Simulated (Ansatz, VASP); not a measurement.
# HfO2 in VASP and in Ansatz

The input INCAR:

```
PREC = Accurate ; ENCUT = 520
EDIFF = 1E-6 ; ISMEAR = 0
SIGMA = 0.1 ; LREAL = F
LASPH = T ; NELM = 100
ALGO = Normal ; ISIF = 2
LWAVE = F ; LCHARG = T
GGA = PE ; LELF = T
LVHAR = T ; NBANDS = 18
```

The input KPOINTS:

```
Automatic mesh
0
Gamma
  6 6 6
```

POSCAR

```
HfO2
1.0
    0.0000000000      2.6606430800      2.6606430800
    2.6606430800      0.0000000000      2.6606430800
    2.6606430800      2.6606430800      0.0000000000
Hf O
1 2
Direct
    0.0000000000      0.0000000000      0.0000000000
    0.7500000000      0.7500000000      0.7500000000
    0.5000000000      0.5000000000      0.5000000000
```

Input for Ansatz:

```yaml
crystal:
  lattice:
    - [0.0, 2.66064308, 2.66064308]
    - [2.66064308, 0.0, 2.66064308]
    - [2.66064308, 2.66064308, 0.0]
  atoms:
    - { symbol: Hf, position: [0.0, 0.0, 0.0] }
    - { symbol: O, position: [0.75, 0.75, 0.75] }
    - { symbol: O, position: [0.5, 0.5, 0.5] }
basis:
  ecutwfc: 420
kpoints:
  mp_grid: { grid: [6, 6, 6] }
hamiltonian:
  xc: pbe
scf:
  occupations: { method: gaussian, width: 0.1 }
  lower_state_search: "off"
output:
  forces: true
  stress: true
  eigenvalues: true
```

Alike in both runs: task single point; functional PBE; k mesh 6 × 6 × 6; occupations gaussian, width 0.1 eV; no spin polarisation.

|  | VASP | Ansatz |
| --- | --- | --- |
| version | VASP 6.6.1 | Ansatz 0.2.0 |
| potentials or method | VASP PAW PBE potentials, release 64 (Hf_pv, O), cutoff 520 eV | scalar-relativistic, plane waves, PAW |
| valence electrons in the cell | 22 | 38 |

|  | VASP | Ansatz | Ansatz less VASP |
| --- | --- | --- | --- |
| gap on the k mesh at the Fermi level (eV) | 1.70 | 1.72 | +0.014 |
| least direct gap on the mesh (eV) | 1.94 | 1.95 | +0.017 |
| pressure (GPa) | -27.3 | -25.5 | +1.76 |

VASP's potentials hold 22 valence electrons a cell and Ansatz's 38, so a difference there can come from the potentials and not from the codes.

Neither program's run includes spin-orbit coupling.
